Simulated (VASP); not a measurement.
Runs of VASP 6.6.1 on TiO2. The structure is that of space group I4_1/amd (No. 141), or close to it. The cells are those of the table. 

```tsv
task	cell	gap on the mesh (eV)	pressure (GPa)	largest force (eV/Å)
single point	a = 5.452, b = 5.452, c = 5.432 Å, angles 139.3, 139.3, 58.5°, 6 atoms	2.15	6.7	0.37
electric field gradients	a = 5.494 Å, angles 139.4, 139.4, 58.7°, 6 atoms	(a)	2.2	0.23
single point	a = 5.465, b = 5.465, c = 5.485 Å, angles 139.6, 139.6, 59.0°, 6 atoms	2.15	6.7	0.37
electric field gradients	a = 5.476 Å, angles 139.4, 139.4, 58.7°, 6 atoms	2.13	4.4	0.29
single point	a = 5.458 Å, angles 139.4, 139.4, 58.7°, 6 atoms	2.15	6.7	0.36
```

Alike in all rows: level PBE; potentials or basis VASP PAW PBE potentials, release 64 (Ti_sv, O); no spin polarisation; k mesh 13 × 13 × 13; cutoff (eV) 520; smearing fermi-dirac 0.08 eV.

Question: Fill in the values left out.

Answer: (a) 2.11.

Caveats: an odd mesh through Γ misses points on the zone boundary, where band edges can lie; the cell stands under pressure (at least some runs).
